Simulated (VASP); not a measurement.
Runs of VASP 6.6.1 on Au. The structure is that of space group Fd-3m (No. 227), or close to it. The cells are those of the table. This isn't the form of Au at room conditions, which is fcc.

```csv
cell,gap on the mesh (eV),pressure (GPa)
"a = 3.840 Å, angles 60.0°, 2 atoms",none,47.5
"a = 3.225 Å, angles 60.0°, 2 atoms",none,482.5
"a = 3.549 Å, angles 60.0°, 2 atoms",none,161.7
"a = 4.093 Å, angles 60.0°, 2 atoms",none,8.8
"a = 4.208 Å, angles 60.0°, 2 atoms",none,0.3
"a = 3.384 Å, angles 60.0°, 2 atoms",none,(b)
"a = 3.700 Å, angles 60.0°, 2 atoms",none,(a)
```

Alike in all rows: task single point; level LDA; potentials or basis VASP PAW LDA potentials, release 64 (Au); no spin polarisation; k mesh 12 × 12 × 12; cutoff (eV) 520; smearing fermi-dirac 0.1 eV.

Question: Estimate the missing entries.

Answer: (a) 89.3; (b) 289.6.

Caveats: spin-orbit coupling is left out, which moves the levels of the heavy elements; the cell stands under pressure (at least some runs).

A k mesh can miss the band edges, and the runs leave out spin-orbit coupling on Au.

A gap of «none» marks levels without a gap at the run's occupations.
